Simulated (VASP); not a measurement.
Fe:

```
Fe
1.0
     0.00000    1.78450    1.78450
     1.78450    0.00000    1.78450
     1.78450    1.78450    0.00000
Fe
1
Cartesian
  0.0000 0.0000 0.0000
```

Base run:

* Program: VASP 6.6.1
* Functional: PBE
* Potentials or basis: VASP PAW PBE potentials, release 64 (Fe)
* Cutoff: 520 eV
* k mesh: 12 × 12 × 12
* Occupations: fermi-dirac, width 0.1 eV
* Spin: collinear spin, ferromagnetic start
* Starting moments: [1.91] μB
* Fixed moment: 1.91 μB

Its results: pressure -2.7 GPa; site moments Fe +1.90 μB.

Q: The run is repeated on the same cell with these changes: fixed moment from 1.91 μB to 1.53 μB; moments at the start from [1.91] to [1.53]. What comes out?

A: Pressure -9.6 GPa; site moments Fe +1.52 μB.

Caveats: the total moment is fixed, so each spin has its own Fermi level.
